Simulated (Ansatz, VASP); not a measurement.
Two plane-wave programs on HC4

The input INCAR:

```
SYSTEM = HC4
PREC = Accurate
ENCUT = 520
EDIFF = 1E-6
ISMEAR = 0
SIGMA = 0.1
LREAL = .FALSE.
LASPH = .TRUE.
NELM = 120
ALGO = Normal
ISIF = 2
LWAVE = .FALSE.
LCHARG = .FALSE.
LDIPOL = .TRUE.
IDIPOL = 3
DIPOL = 0.5 0.5 0.238
GGA = PE
IVDW = 12
NBANDS = 28
GGA_COMPAT = .FALSE.
NELMDL = -8
```

File KPOINTS:

```
regular mesh
0
G
  6 6 1
  0 0 0
```

Contents of POSCAR:

```
HC4
1.0
    4.9314379192      0.0000000000      0.0000000000
   -2.4657189596      4.2707505152      0.0000000000
    0.0000000000      0.0000000000     18.0000000000
C H
8 2
Direct
    0.1666666667      0.3333333333      0.2222222222
    0.1666666667      0.8333333333      0.2222222222
    0.6666666667      0.3333333333      0.2222222222
    0.6666666667      0.8333333333      0.2222222222
    0.3333333333      0.1666666667      0.2222222222
    0.3333333333      0.6666666667      0.2222222222
    0.8333333333      0.1666666667      0.2222222222
    0.8333333333      0.6666666667      0.2222222222
    0.1128705015      0.3871294985      0.3005555556
    0.2204628318      0.2795371682      0.3005555556
```

Input for Ansatz:

```yaml
crystal:
  lattice:
    - [4.9314379195, 0.0, 0.0]
    - [-2.4657189597, 4.2707505154, 0.0]
    - [0.0, 0.0, 18.0]
  atoms:
    - { symbol: C, position: [0.1666666667, 0.3333333333, 0.2222222222] }
    - { symbol: C, position: [0.1666666667, 0.8333333333, 0.2222222222] }
    - { symbol: C, position: [0.6666666667, 0.3333333333, 0.2222222222] }
    - { symbol: C, position: [0.6666666667, 0.8333333333, 0.2222222222] }
    - { symbol: C, position: [0.3333333333, 0.1666666667, 0.2222222222] }
    - { symbol: C, position: [0.3333333333, 0.6666666667, 0.2222222222] }
    - { symbol: C, position: [0.8333333333, 0.1666666667, 0.2222222222] }
    - { symbol: C, position: [0.8333333333, 0.6666666667, 0.2222222222] }
    - { symbol: H, position: [0.1128705015, 0.3871294985, 0.3005555556] }
    - { symbol: H, position: [0.2204628318, 0.2795371682, 0.3005555556] }
basis:
  ecutwfc: 420
kpoints:
  mp_grid: { grid: [6, 6, 1] }
hamiltonian:
  xc: pbe
  dispersion: d3bj
scf:
  occupations: { method: gaussian, width: 0.1 }
output:
  forces: true
  eigenvalues: true
efield:
  axis: 3
  dipole_correction: true
  ramp_width: 0.04
```

Alike in both runs: task single point; functional PBE; dispersion D3(BJ); k mesh 6 × 6 × 1; occupations gaussian, width 0.1 eV; no spin polarisation.

```csv
,VASP,Ansatz
version,VASP 6.6.1,Ansatz 0.2.0
potentials or method,"VASP PAW PBE potentials, release 64 (C, H), cutoff 520 eV","scalar-relativistic, plane waves, PAW"
valence electrons in the cell,34,34
```

```csv
,VASP,Ansatz,Ansatz less VASP
gap on the k mesh at the Fermi level (eV),1.06,1.06,-0.001
least direct gap on the mesh (eV),1.06,1.06,-0.001
rms of the force components (eV/Å),1.394,1.395,0.0000
```

Atom by atom the forces differ by 0.002 eV/Å (rms over components).
